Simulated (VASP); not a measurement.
# CdS (Hawleyite) in VASP: settings compared, part 2 of 2

VASP 6.6.1.

## Step 3: Single point, PBE (uniaxial x strain -0.7%)

The input, INCAR:

```
PREC     = Accurate       # precision mode
ENCUT    = 520            # plane-wave cutoff, eV
EDIFF    = 1E-6           # SCF threshold, eV
ISMEAR   = -1             # smearing method
SIGMA    = 0.02           # smearing width, eV
LREAL    = False          # projectors in reciprocal space
LASPH    = True           # aspherical terms in the spheres
NELM     = 80             # most SCF steps
ALGO     = Normal         # electronic algorithm
ISIF     = 2              # what is computed and relaxed
LWAVE    = False          # write WAVECAR
LCHARG   = True           # write CHGCAR
GGA      = PE             # functional
LELF     = True           # ELF
LVHAR    = True         
NBANDS   = 16             # bands
```

The input, KPOINTS:

```
regular mesh
0
Gamma
  8 8 8
```

The input, POSCAR:

```
CdS
1.0
    0.0000000000      2.9392138876      2.9392138876
    2.9198150759      0.0000000000      2.9392138876
    2.9198150759      2.9392138876      0.0000000000
Cd S
1 1
Direct
    0.0000000000      0.0000000000      0.0000000000
    0.2500000000      0.2500000000      0.2500000000
```

Potentials or basis: VASP PAW PBE potentials, release 64 (Cd, S).

On the command line:

```console
> cat potpaw_PBE.64/Cd/POTCAR potpaw_PBE.64/S/POTCAR > POTCAR
> mpirun -np 1 vasp_std > vasp.out
```

Wall time 26 s (1 thread of AMD EPYC 9R45 (Zen 5), shared host); peak memory 0.17 GiB.

Results (log left out):

| Property | Result |
| --- | --- |
| Free energy | -6.1351 eV |
| Pressure | 2.1 GPa |
| Band gap on the k mesh | 1.10 eV, direct |

Stress tensor (GPa, compression positive):
```
2.19 0.00 0.00
0.00 2.08 0.00
0.00 0.00 2.08
```

Levels at points of the mesh, in eV from the valence-band top:
| k point | band 6 | band 7 | band 8 | band 9 | band 10 | band 11 | band 12 | band 13 |
| --- | --- | --- | --- | --- | --- | --- | --- | --- |
| (0.00, 0.00, 0.00) | -7.22 | -0.02 | -0.02 | 0.00 | 1.10 | 6.54 | 6.54 | 6.54 |
| (0.50, 0.00, 0.00) | -6.86 | -4.31 | -0.75 | -0.73 | 2.98 | 6.97 | 7.02 | 7.42 |
| (0.50, 0.50, 0.00) | -6.80 | -3.91 | -1.83 | -1.82 | 3.58 | 4.34 | 9.13 | 10.64 |
| (0.00, 0.50, 0.50) | -6.79 | -3.87 | -1.85 | -1.85 | 3.55 | 4.28 | 9.19 | 10.66 |

Caveat: the cell differs from its parent crystal (uniaxial x strain -0.7%).

## Step 4: Single point, PBE (uniaxial z strain +1.1%)

The input, INCAR:

```
SYSTEM = CdS
PREC = Accurate
ENCUT = 520
EDIFF = 1E-6
ISMEAR = -1
SIGMA = 0.02
LREAL = .False.
LASPH = .True.
NELM = 60
ALGO = Normal
ISIF = 2
LWAVE = .False.
LCHARG = .False.
GGA = PE
NBANDS = 16
```

The input, KPOINTS:

```
regular mesh
0
Gamma
  8 8 8
  0 0 0
```

The input, POSCAR:

```
CdS
1.0
    0.0000000000      2.9392138876      2.9727209259
    2.9392138876      0.0000000000      2.9727209259
    2.9392138876      2.9392138876      0.0000000000
Cd S
1 1
Direct
    0.0000000000      0.0000000000      0.0000000000
    0.2500000000      0.2500000000      0.2500000000
```

Potentials or basis: VASP PAW PBE potentials, release 64 (Cd, S).

On the command line:

```console
> cat potpaw_PBE.64/Cd/POTCAR potpaw_PBE.64/S/POTCAR > POTCAR
> mpirun -np 1 vasp_std > vasp.out
```

OUTCAR:

```text
SYSTEM = CdS
   PREC = Accurate
   ENCUT = 520
   EDIFF = 1E-6
   ISMEAR = -1
   LREAL = .False.
   LASPH = .True.
   NELM = 60
   ISIF = 2
   GGA = PE

 ion  position               nearest neighbor table
   1  0.000  0.000  0.000-   2 2.56   2 2.56   2 2.56   2 2.56
   2  0.250  0.250  0.250-   1 2.56   1 2.56   1 2.56   1 2.56

  LATTYP: Found a body centered tetragonal cell.
 ALAT       =     4.1566761426
 C/A-ratio  =     1.4303355970

  Lattice vectors:

 A1 = (  -2.9392138876,   0.0000000000,   2.9727209259)
 A2 = (   2.9392138876,   0.0000000000,   2.9727209259)
 A3 = (   0.0000000000,   2.9392138876,  -2.9727209259)

Analysis of symmetry for initial positions (statically):
=====================================================================
 Subroutine PRICEL returns:
 Original cell was already a primitive cell.

 Routine SETGRP: Setting up the symmetry group for a
 body centered tetragonal supercell.

 Subroutine GETGRP returns: Found  8 space group operations
 (whereof  8 operations were pure point group operations)
[... 160 lines left out ...]

  energy without entropy =       -6.14402963  energy(sigma->0) =       -6.14402963

 E-fermi :   1.4440     XC(G=0):  -8.9887

 val. band max:        1.0350422082   @ k =   0.0000   0.0000   0.0000
 cond. band min:       2.0966403141   @ k =   0.0000   0.0000   0.0000
 fundamental gap:      1.0615981059
 Fermi energy:         1.4439645294

 k-point     1 :       0.0000    0.0000    0.0000
  band No.  band energies     occupation
      1     -11.1391      2.00000
      2      -6.5897      2.00000
      3      -6.5830      2.00000
      4      -6.5830      2.00000
      5      -6.1533      2.00000
      6      -6.1496      2.00000
[... 433 lines left out ...]
      3      -6.4583      2.00000
      4      -6.2163      2.00000
      5      -6.1153      2.00000
      6      -6.0599      2.00000
[... 8 lines left out ...]
     15      12.9309      0.00000
     16      13.1217      0.00000

 [... further k-points ...]

------------------------ aborting loop because EDIFF is reached ----------------------------------------

  FORCE on cell =-STRESS in cart. coord.  units (eV):
  Direction    XX          YY          ZZ          XY          YZ          ZX
  --------------------------------------------------------------------------------------
  -------------------------------------------------------------------------------------
  Total        0.3531295      0.3531295      0.2840285      0.0000000      0.0000000     -0.0000000
  in kB       11.0153432     11.0153432      8.8598420      0.0000000      0.0000000     -0.0000000
  external PRESSURE =      10.2968428 kB  Pullay stress =       0.0000000 kB

 VOLUME and BASIS-vectors are now :
 -----------------------------------------------------------------------------
  energy-cutoff  :      520.00
  volume of cell :       51.36
      direct lattice vectors                 reciprocal lattice vectors
     0.000000000  2.939213888  2.972720926    -0.170113513  0.170113513  0.168196078
     2.939213888  0.000000000  2.972720926     0.170113513 -0.170113513  0.168196078
     2.939213888  2.939213888  0.000000000     0.170113513  0.170113513 -0.168196078

 POSITION                                       TOTAL-FORCE (eV/Angst)
 -----------------------------------------------------------------------------------
      0.00000      0.00000      0.00000         0.000000      0.000000      0.000000
      1.46961      1.46961      1.48636        -0.000000     -0.000000     -0.000000
 -----------------------------------------------------------------------------------
    total drift:                               -0.000000     -0.000000     -0.000000

  FREE ENERGIE OF THE ION-ELECTRON SYSTEM (eV)
  ---------------------------------------------------
  free  energy   TOTEN  =        -6.1440296300 eV

  energy  without entropy=       -6.1440296300  energy(sigma->0) =       -6.14402963
```

Wall time 26 s (1 thread of AMD EPYC 9R45 (Zen 5), shared host); peak memory 0.17 GiB.

Results:

| Quantity | Value |
| --- | --- |
| Free energy | -6.1440 eV |
| Pressure | 1.0 GPa |
| Band gap on the k mesh | 1.06 eV, direct |

Levels at points of the mesh, in eV from the valence-band top:
```csv
k point,band 5,band 6,band 7,band 8,band 9,band 10,band 11,band 12,band 13,band 14
"(0.00, 0.00, 0.00)",-7.19,-7.18,-0.03,0.00,0.00,1.06,6.54,6.54,6.54,11.23
"(0.50, 0.00, 0.00)",-7.15,-6.84,-4.21,-0.74,-0.69,2.95,6.96,7.04,7.36,10.97
"(0.50, 0.50, 0.00)",-7.11,-6.79,-3.86,-1.74,-1.74,3.63,4.35,9.01,10.58,10.58
"(0.50, 0.00, 0.50)",-7.11,-6.77,-3.79,-1.80,-1.78,3.59,4.26,9.11,10.49,10.61
```

Caveat: the cell differs from its parent crystal (uniaxial z strain +1.1%).

## Step 5: Overview

| level | cell | smearing | gap on the mesh (eV) | pressure (GPa) |
| --- | --- | --- | --- | --- |
| r2SCAN | a = 4.157 Å, angles 60.0°, 2 atoms | gaussian 0.01 eV | 1.54 | 0.3 |
| PBE | a = 4.157, b = 4.143, c = 4.143 Å, angles 60.2, 59.9, 59.9°, 2 atoms | fermi-dirac 0.02 eV | 1.10 | 2.1 |
| PBE | a = 4.180, b = 4.180, c = 4.157 Å, angles 60.2, 60.2, 59.6°, 2 atoms | fermi-dirac 0.02 eV | 1.06 | 1.0 |

Alike in all rows: task single point; potentials or basis VASP PAW PBE potentials, release 64 (Cd, S); no spin polarisation; k mesh 8 × 8 × 8; cutoff (eV) 520.

Caveats: the PAW data sets were made with another functional, which shifts forces and pressure a little (some runs).

Absolute energies hang on the potentials; compare differences alone.
